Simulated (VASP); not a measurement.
Write the native input for VASP 6.6.1 that does the following.

| Quantity | Value |
| --- | --- |
| Task | single point |
| Functional | PBEsol |
| Potentials or basis | VASP PAW PBE potentials, release 64 (Au) |
| Cutoff | 520 eV |
| k mesh | 26 × 26 × 26 |
| Occupations | gaussian, width 0.15 eV |
| Spin | no spin polarisation |
| Dipole correction | no |
| Further INCAR settings | ALGO = Fast; EDIFF = 1e-06; NBANDS = 12 |

The structure of Au lies in POSCAR:

```
Au
1.0
    0.0000000000      1.9806763535      2.0419343851
    1.9806763535      0.0000000000      2.0419343851
    1.9806763535      1.9806763535      0.0000000000
Au
1
Direct
    0.0000000000      0.0000000000      0.0000000000
```

This cell differs from its parent crystal: strain -0.030 along x and y, +0.000 along z.

The input as run:

INCAR

```
SYSTEM = Au
PREC = Accurate
ENCUT = 520
EDIFF = 1E-6
ISMEAR = 0
SIGMA = 0.15
LREAL = .False.
LASPH = .True.
NELM = 60
ALGO = Fast
ISIF = 2
LWAVE = .False.
LCHARG = .False.
GGA = PS
NBANDS = 12
```

KPOINTS

```
Automatic mesh
0
Gamma
  26 26 26
  0 0 0
```

Potentials or basis: VASP PAW PBE potentials, release 64 (Au).

Run with:

```console
$ cat potpaw_PBE.64/Au/POTCAR > POTCAR
$ mpirun -np 1 vasp_std > vasp.out
```

It gave:

The pressure is 12.3 GPa. The band gap on the k mesh is zero (an odd number of electrons rules out a gap without spin polarisation).

Caveat: the cell differs from its parent crystal (strain -0.030 along x and y, +0.000 along z); the cell stands under pressure; the PAW data sets were made with another functional, which shifts forces and pressure a little; spin-orbit coupling is left out, which moves the levels of the heavy elements.

It took 5.4 min on 1 thread of Intel Xeon 8259CL (shared host), peak memory 0.36 GiB.
